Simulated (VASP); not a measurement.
CsI:

```
CELL_PARAMETERS angstrom
4.60814 0.00000 0.00000
0.00000 4.60814 0.00000
0.00000 0.00000 4.60814
ATOMIC_POSITIONS crystal
Cs 0.00000 0.00000 0.00000
I 0.50000 0.50000 0.50000
```

Program: VASP 6.6.1. Alike in all runs: task single point; no spin polarisation; cell as given; k mesh 4 × 4 × 4.

Question: Order these runs on this cell by their band gap on the k mesh, lowest first.
A. level PBE; potentials or basis VASP PAW PBE potentials, release 64 (Cs_sv, I); cutoff (eV) 500; smearing tetrahedron
B. level LDA; potentials or basis VASP PAW LDA potentials, release 64 (Cs_sv, I); cutoff (eV) 500; smearing gaussian 0.01 eV
C. level PBE0; potentials or basis VASP PAW PBE potentials, release 64 (Cs_sv, I); cutoff (eV) 400; smearing gaussian 0.01 eV; grid for exact exchange (PRECFOCK) Normal
D. level PBE-based screened hybrid; potentials or basis VASP PAW PBE potentials, release 64 (Cs_sv, I); cutoff (eV) 400; smearing gaussian 0.01 eV; grid for exact exchange (PRECFOCK) Normal; share of exact exchange 0.35; screening parameter 0.1 1/Å

Answer: B (3.45 eV), A (3.79 eV), C (5.47 eV), D (5.65 eV).

Caveats: spin-orbit coupling is left out, which moves the levels of the heavy elements.

A k mesh can miss the band edges.
